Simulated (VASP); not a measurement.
# Ta (Im-3m) in VASP: notebook, part 2 of 2

VASP 6.6.1. Earlier steps stand in the parts before.

**3. Single point, LDA, non-collinear spin, zero start, spin-orbit coupling**

Input file INCAR:

```
SYSTEM = Ta
PREC = Accurate
ENCUT = 500
EDIFF = 1E-6
ISMEAR = -1
SIGMA = 0.1
LREAL = .FALSE.
LASPH = .TRUE.
NELM = 200
ALGO = Normal
ISIF = 2
LWAVE = .FALSE.
LCHARG = .FALSE.
MAGMOM = 0 0 0
LORBIT = 11
LSORBIT = .TRUE.
GGA_COMPAT = .FALSE.
LORBMOM = .TRUE.
LMAXMIX = 4
GGA = CA
NBANDS = 22
```

Input file KPOINTS:

```
Automatic mesh
0
Gamma
  6 6 6
  0.5 0.5 0.5
```

Input file POSCAR:

```
Ta
1.0
   -1.6512800000      1.6512800000      1.6512800000
    1.6512800000     -1.6512800000      1.6512800000
    1.6512800000      1.6512800000     -1.6512800000
Ta
1
Direct
    0.0000000000      0.0000000000      0.0000000000
```

Potentials or basis: VASP PAW LDA potentials, release 64 (Ta_pv).

Launch:

```console
> cat potpaw_LDA.64/Ta_pv/POTCAR > POTCAR
> mpirun -np 1 vasp_ncl > vasp.out
```

OUTCAR:

```text
SYSTEM = Ta
   PREC = Accurate
   ENCUT = 500
   EDIFF = 1E-6
   ISMEAR = -1
   LREAL = .FALSE.
   LASPH = .TRUE.
   NELM = 200
   ISIF = 2
   LORBIT = 11
   LSORBIT = .TRUE.
   GGA = CA

 ion  position               nearest neighbor table
   1  0.000  0.000  0.000-

  LATTYP: Found a body centered cubic cell.
 ALAT       =     3.3025600000

  Lattice vectors:

 A1 = (  -1.6512800000,   1.6512800000,   1.6512800000)
 A2 = (   1.6512800000,  -1.6512800000,   1.6512800000)
 A3 = (   1.6512800000,   1.6512800000,  -1.6512800000)

Analysis of symmetry for initial positions (statically):
=====================================================================
 Subroutine PRICEL returns:
 Original cell was already a primitive cell.

 Routine SETGRP: Setting up the symmetry group for a
 body centered cubic supercell.

 Subroutine GETGRP returns: Found 48 space group operations
 (whereof 48 operations were pure point group operations)
 out of a pool of 48 trial point group operations.

The static configuration has the point symmetry O_h .

Analysis of symmetry for dynamics (positions and initial velocities):
=====================================================================
 Subroutine PRICEL returns:
 Original cell was already a primitive cell.

 Routine SETGRP: Setting up the symmetry group for a
 body centered cubic supercell.

 Subroutine GETGRP returns: Found 48 space group operations
 (whereof 48 operations were pure point group operations)
 out of a pool of 48 trial point group operations.

The dynamic configuration has the point symmetry O_h .

Analysis of structural, dynamic, and magnetic symmetry:
=====================================================================
 Subroutine PRICEL returns:
 Original cell was already a primitive cell.

 Routine SETGRP: Setting up the symmetry group for a
 body centered cubic supercell.
[... 506 lines left out ...]
  Total       -1.0461928     -1.0461928     -1.0461928      0.0000000      0.0000000      0.0000000
  in kB      -93.0679501    -93.0679501    -93.0679501      0.0000000      0.0000000      0.0000000
  external PRESSURE =     -93.0679501 kB  Pullay stress =       0.0000000 kB

 VOLUME and BASIS-vectors are now :
 -----------------------------------------------------------------------------
  energy-cutoff  :      500.00
  volume of cell :       18.01
      direct lattice vectors                 reciprocal lattice vectors
    -1.651280000  1.651280000  1.651280000     0.000000000  0.302795407  0.302795407
     1.651280000 -1.651280000  1.651280000     0.302795407  0.000000000  0.302795407
     1.651280000  1.651280000 -1.651280000     0.302795407  0.302795407  0.000000000

 POSITION                                       TOTAL-FORCE (eV/Angst)
 -----------------------------------------------------------------------------------
      0.00000      0.00000      0.00000         0.000000     -0.000000      0.000000
 -----------------------------------------------------------------------------------
    total drift:                                0.000000      0.000000      0.000000

  FREE ENERGIE OF THE ION-ELECTRON SYSTEM (eV)
  ---------------------------------------------------
  free  energy   TOTEN  =       -13.5977471566 eV

  energy  without entropy=      -13.5594643725  energy(sigma->0) =      -13.57860576

 orbital moment (x)

 # of ion     p       d       tot
 ----------------------------------------
  1         0.000   0.000   0.000
 ----------------------------------------
            0.000   0.000   0.000

 orbital moment (y)

 # of ion     p       d       tot
 ----------------------------------------
  1        -0.000  -0.000  -0.000
 ----------------------------------------
           -0.000  -0.000  -0.000

 orbital moment (z)

 # of ion     p       d       tot
 ----------------------------------------
  1         0.000   0.000   0.000
 ----------------------------------------
            0.000   0.000   0.000

 Spin-Orbit-Coupling matrix elements

 Ion:    1  E_soc:     -1.4480189
 l=   1
     0.0000000    -0.2189998    -0.2189998
    -0.2189998     0.0000000    -0.2189998
    -0.2189998    -0.2189998     0.0000000
 l=   2
     0.0000000    -0.0055753     0.0000000    -0.0055753    -0.0167614
    -0.0055753     0.0000000    -0.0125710    -0.0055753    -0.0041903
     0.0000000    -0.0125710     0.0000000    -0.0125710     0.0000000
    -0.0055753    -0.0055753    -0.0125710     0.0000000    -0.0041903
    -0.0167614    -0.0041903     0.0000000    -0.0041903     0.0000000
 l=   3
     0.0000000     0.0000000     0.0000000     0.0000000     0.0000000     0.0000000     0.0000000
     0.0000000     0.0000000     0.0000000     0.0000000     0.0000000     0.0000000     0.0000000
     0.0000000     0.0000000     0.0000000     0.0000000     0.0000000     0.0000000     0.0000000
     0.0000000     0.0000000     0.0000000     0.0000000     0.0000000     0.0000000     0.0000000
     0.0000000     0.0000000     0.0000000     0.0000000     0.0000000     0.0000000     0.0000000
     0.0000000     0.0000000     0.0000000     0.0000000     0.0000000     0.0000000     0.0000000
     0.0000000     0.0000000     0.0000000     0.0000000     0.0000000     0.0000000     0.0000000

 total charge

# of ion       s       p       d       tot
------------------------------------------
    1        0.368   6.154   2.454   8.975

 magnetization (x)

# of ion       s       p       d       tot
------------------------------------------
    1        0.000   0.000   0.000   0.000

 magnetization (y)

# of ion       s       p       d       tot
------------------------------------------
    1        0.000  -0.000   0.000   0.000

 magnetization (z)

# of ion       s       p       d       tot
------------------------------------------
    1        0.000  -0.000   0.000   0.000
```

stdout:

```text
POSCAR found type information on POSCAR Ta
 POSCAR found :  1 types and       1 ions
 scaLAPACK will be used
 LDA part: xc-table for (Slater(with rela. corr.)+CA(PZ))
 , standard interpolation
 POSCAR, INCAR and KPOINTS ok, starting setup
 FFT: planning ... GRIDC
 FFT: planning ... GRID_SOFT
 FFT: planning ... GRID
 WAVECAR not read
 entering main loop
```

It used 20 s of CPU time on 1 thread of AMD EPYC 7R13 Processor (Zen 3) (shared host).

Results:

* Free energy: -13.5977 eV
* Pressure: -9.3 GPa
* Net moment: 0.00 μB per cell
* Valence electrons inside the program's atomic spheres: Ta 8.97

Moments on the atoms (μB; x, y, z):
```
Ta  0.00 0.00 0.00
```

Caveat: the k points lie up to 0.45 Å⁻¹ apart.
